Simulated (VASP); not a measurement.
# Ba (I4/mmm) in VASP: single point with PBEsol

Aim: the single point of Ba with PBEsol.

Everything below comes from runs of VASP 6.6.1. Logs are shortened: lines on timing, memory, paths and dates and some standing lists are left out, and cuts for length are marked.

### Step 1. The cell of the first run

The structure is tetragonal, space group I4/mmm (No. 139). Conventional cell: a = 4.059 Å, b = 4.059 Å, c = 3.820 Å, α = 90.00°, β = 90.00°, γ = 90.00°. Within 4.5 Å of Ba (site symmetry 4/mmm) lie 14 Ba at 3.45 to 4.06 Å.

### Step 2. Single point, PBEsol

INCAR

```
PREC = Accurate
ENCUT = 520
EDIFF = 1E-6
ISMEAR = 0
SIGMA = 0.1
LREAL = F
LASPH = T
NELM = 100
ALGO = Normal
ISIF = 2
LWAVE = F
LCHARG = T
GGA = PS
LELF = T
LVHAR = T
NBANDS = 11
```

KPOINTS

```
Automatic mesh
0
Gamma
  6 6 6
```

POSCAR

```
Ba
1.0
   -2.0292926710      2.0292926710      1.9098113902
    2.0292926710     -2.0292926710      1.9098113902
    2.0292926710      2.0292926710     -1.9098113902
Ba
1
Direct
    0.0000000000      0.0000000000      0.0000000000
```

Potentials or basis: VASP PAW PBE potentials, release 64 (Ba_sv).

Started as:

```sh
cat potpaw_PBE.64/Ba_sv/POTCAR > POTCAR
mpirun -np 1 vasp_std > vasp.out
```

OUTCAR:

```text
PREC = Accurate
   ENCUT = 520
   EDIFF = 1E-6
   ISMEAR = 0
   LREAL = F
   LASPH = T
   NELM = 100
   ISIF = 2
   GGA = PS

 ion  position               nearest neighbor table
   1  0.000  0.000  0.000-

  LATTYP: Found a body centered tetragonal cell.
 ALAT       =     4.0585853420
 C/A-ratio  =     0.9411217108

  Lattice vectors:

 A1 = (  -2.0292926710,   2.0292926710,   1.9098113902)
 A2 = (   2.0292926710,  -2.0292926710,   1.9098113902)
 A3 = (   2.0292926710,   2.0292926710,  -1.9098113902)

Analysis of symmetry for initial positions (statically):
=====================================================================
 Subroutine PRICEL returns:
 Original cell was already a primitive cell.

 Routine SETGRP: Setting up the symmetry group for a
 body centered tetragonal supercell.

 Subroutine GETGRP returns: Found 16 space group operations
 (whereof 16 operations were pure point group operations)
 out of a pool of 16 trial point group operations.

The static configuration has the point symmetry D_4h.

Analysis of symmetry for dynamics (positions and initial velocities):
=====================================================================
 Subroutine PRICEL returns:
 Original cell was already a primitive cell.

 Routine SETGRP: Setting up the symmetry group for a
 body centered tetragonal supercell.

 Subroutine GETGRP returns: Found 16 space group operations
 (whereof 16 operations were pure point group operations)
 out of a pool of 16 trial point group operations.

The dynamic configuration has the point symmetry D_4h.

 Subroutine INISYM returns: Found 16 space group operations
 (whereof 16 operations are pure point group operations),
 and found     1 'primitive' translations

----------------------------------------------------------------------------------------

                                     Primitive cell

  volume of cell :      31.4586

  direct lattice vectors                    reciprocal lattice vectors
    -2.029292671  2.029292671  1.909811390     0.000000000  0.246391271  0.261805958
     2.029292671 -2.029292671  1.909811390     0.246391271  0.000000000  0.261805958
     2.029292671  2.029292671 -1.909811390     0.246391271  0.246391271  0.000000000

  length of vectors
     3.447236144  3.447236144  3.447236144     0.359514976  0.359514976  0.348449877

  position of ions in fractional coordinates (direct lattice)
     0.000000000  0.000000000  0.000000000

  ion indices of the primitive-cell ions
[... 74 lines left out ...]
   EDIFF  = 0.1E-05   stopping-criterion for ELM
   LREAL  =      F    real-space projection
   EDIFFG = 0.1E-04   stopping-criterion for IOM
   NSW    =      0    number of steps for IOM
   IBRION =     -1    ionic relax: 0-MD 1-quasi-New 2-CG
   NFREE  =      0    steps in history (QN), initial steepest desc. (CG)
   ISIF   =      2    stress and relaxation
   ISYM   =      2    0-nonsym 1-usesym 2-fastsym
   POTIM  = 0.5000    time-step for ionic-motion
   TEBEG  =    0.0;   TEEND  =   0.0 temperature during run
   PSTRESS=    0.0 pullay stress
   NELECT =      10.0000    total number of electrons
   NUPDOWN=      -1.0000    fix difference up-down
   EMIN   =  10.00;   EMAX   =-10.00  energy-range for DOS
   EFERMI =   0.00;   METHOD = LEGACY
   ISMEAR =     0;   SIGMA  =   0.10  broadening in eV -4-tet -1-fermi 0-gaus
   EFERMI_NEDOS =   21; number of points for ismear=-14 and -15
   IALGO  =     38    algorithm
   IMIX   =      4    mixing-type and parameters
     AMIX     =   0.40;   BMIX     =  1.00
     AMIX_MAG =   1.60;   BMIX_MAG =  1.00
  volume/ion in A,a.u.               =      31.46       212.29
  Fermi-wavevector in a.u.,A,eV,Ry     =   1.117279  2.111351 16.984314  1.248312
  Thomas-Fermi vector in A             =   2.253900
   LORBIT       =      0    0 simple, 1 ext, 2 COOP (PROOUT), +10 PAW based schemes
   GGA     = PS    functional components
   LHFCALC =     F    Hartree Fock is set to
   AEXX    =    0.0000 exact exchange contribution
   IVDW    =     0    specifies the selected vdW correction
   LEPSILON=     F    determine dielectric tensor
   LRPA    =     F    only Hartree local field effects (RPA)
 non-spin polarized calculation
 Gauss-broadening in eV      SIGMA  =   0.10
  energy-cutoff  :      520.00
  volume of cell :       31.46
 maximum number of plane-waves:       863
 NGX is ok and might be reduce to    28
   NGX = 13   NGY = 13   NGZ = 13

 number of electron      10.0000001 magnetization

 Free energy of the ion-electron system (eV)
  ---------------------------------------------------
  ext. energy  EPLUGINS =         0.00000000
  ---------------------------------------------------
  free energy    TOTEN  =        -1.39566627 eV

  energy without entropy =       -1.39487929  energy(sigma->0) =       -1.39527278

 E-fermi :   4.7282     XC(G=0): -10.1547

 val. band max:        4.7148277820   @ k =  -0.1667  -0.1667   0.1667
 cond. band min:       5.0093516849   @ k =   0.3333  -0.0000   0.0000
 fundamental gap:      0.2945239029
 Fermi energy:         4.7282414151

 k-point     1 :       0.0000    0.0000    0.0000
  band No.  band energies     occupation
      1     -23.9121      2.00000
      2      -7.3837      2.00000
      3      -7.3837      2.00000
      4      -7.3494      2.00000
      5       2.5551      2.00000
      6       6.6413      0.00000
      7       7.4135      0.00000
      8       7.4135      0.00000
      9       9.2311      0.00000
     10      10.3838      0.00000
     11      13.4477      0.00000
[... 309 lines left out ...]
 k-point    24 :      -0.1667   -0.3333    0.1667
  band No.  band energies     occupation
      1     -23.3035      2.00000
      2      -9.7265      2.00000
      3      -8.4291      2.00000
      4      -8.1009      2.00000
      5       4.3958      2.00000
      6       5.9166      0.00000
      7       6.1597      0.00000
      8       8.5712      0.00000
      9      10.7582      0.00000
     10      12.8931      0.00000
     11      15.6492      0.00000

 [... further k-points ...]
[... 5 lines left out ...]
  --------------------------------------------------------------------------------------
  -------------------------------------------------------------------------------------
  Total        2.6308300      2.6308300      2.8944131      0.0000000      0.0000000      0.0000000
  in kB      133.9872629    133.9872629    147.4114607      0.0000000      0.0000000      0.0000000
  external PRESSURE =     138.4619955 kB  Pullay stress =       0.0000000 kB

 VOLUME and BASIS-vectors are now :
 -----------------------------------------------------------------------------
  energy-cutoff  :      520.00
  volume of cell :       31.46
      direct lattice vectors                 reciprocal lattice vectors
    -2.029292671  2.029292671  1.909811390     0.000000000  0.246391271  0.261805958
     2.029292671 -2.029292671  1.909811390     0.246391271  0.000000000  0.261805958
     2.029292671  2.029292671 -1.909811390     0.246391271  0.246391271  0.000000000

 POSITION                                       TOTAL-FORCE (eV/Angst)
 -----------------------------------------------------------------------------------
      0.00000      0.00000      0.00000         0.000000     -0.000000     -0.000000
 -----------------------------------------------------------------------------------
    total drift:                               -0.000000     -0.000000      0.000000

  FREE ENERGIE OF THE ION-ELECTRON SYSTEM (eV)
  ---------------------------------------------------
  free  energy   TOTEN  =        -1.3956662739 eV

  energy  without entropy=       -1.3948792887  energy(sigma->0) =       -1.39527278
```

stdout:

```text
POSCAR found type information on POSCAR Ba
 POSCAR found :  1 types and       1 ions
 scaLAPACK will be used
 -----------------------------------------------------------------------------
|                                                                             |
|                                                                             |
|     You enforced a specific xc type in the INCAR file but a different       |
|     I HOPE YOU KNOW WHAT YOU ARE DOING!                                     |
|                                                                             |
 -----------------------------------------------------------------------------

 LDA part: xc-table for (Slater+PW92), standard interpolation
 POSCAR, INCAR and KPOINTS ok, starting setup
 FFT: planning ... GRIDC
 FFT: planning ... GRID_SOFT
 FFT: planning ... GRID
 WAVECAR not read
 entering main loop
```

Wall time 9.4 s (1 thread of Intel Xeon Platinum 8259CL at 2.50GHz (Skylake/Cascade Lake), shared host); peak memory 0.15 GiB.

What came out:

```yaml
Free_energy: -1.3957 eV
Pressure: 13.8 GPa
Band_gap_on_the_k_mesh: zero (band 5 reaches 5.56 eV, above the bottom of band 6 at 2.56 eV)
```

Caveat: the k points lie up to 0.38 Å⁻¹ apart; the PAW data sets were made with another functional, which shifts forces and pressure a little; spin-orbit coupling is left out, which moves the levels of the heavy elements.
